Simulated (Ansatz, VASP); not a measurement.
**Two plane-wave programs on MnSi**

```
CELL_PARAMETERS angstrom
4.49734 0.00000 0.00000
0.00000 4.49734 0.00000
0.00000 0.00000 4.49734
ATOMIC_POSITIONS crystal
Mn 0.13719 0.13719 0.13719
Mn 0.36281 0.86281 0.63719
Mn 0.63719 0.36281 0.86281
Mn 0.86281 0.63719 0.36281
Si 0.84564 0.84564 0.84564
Si 0.65436 0.15436 0.34564
Si 0.34564 0.65436 0.15436
Si 0.15436 0.34564 0.65436
```

Alike in both runs: task single point; functional PBE; k mesh 8 × 8 × 8; occupations gaussian, width 0.05 eV; no spin polarisation.

|  | VASP | Ansatz |
| --- | --- | --- |
| version | VASP 6.6.1 | Ansatz 0.2.0 |
| potentials or method | VASP PAW PBE potentials, release 64 (Mn_pv, Si), cutoff 520 eV | scalar-relativistic, plane waves, PAW |
| valence electrons in the cell | 68 | 76 |

|  | VASP | Ansatz | Ansatz less VASP |
| --- | --- | --- | --- |
| gap on the k mesh at the Fermi level (eV) | none | none | - |
| pressure (GPa) | 0.0 | 0.0 | +0.04 |
| rms of the force components (eV/Å) | 0.005 | 0.001 | -0.0036 |

Atom by atom the forces differ by 0.005 eV/Å (rms over components). A gap of «none» marks a metal or a gap that the smearing closes. VASP's potentials hold 68 valence electrons a cell and Ansatz's 76, so a difference there can come from the potentials and not from the codes.
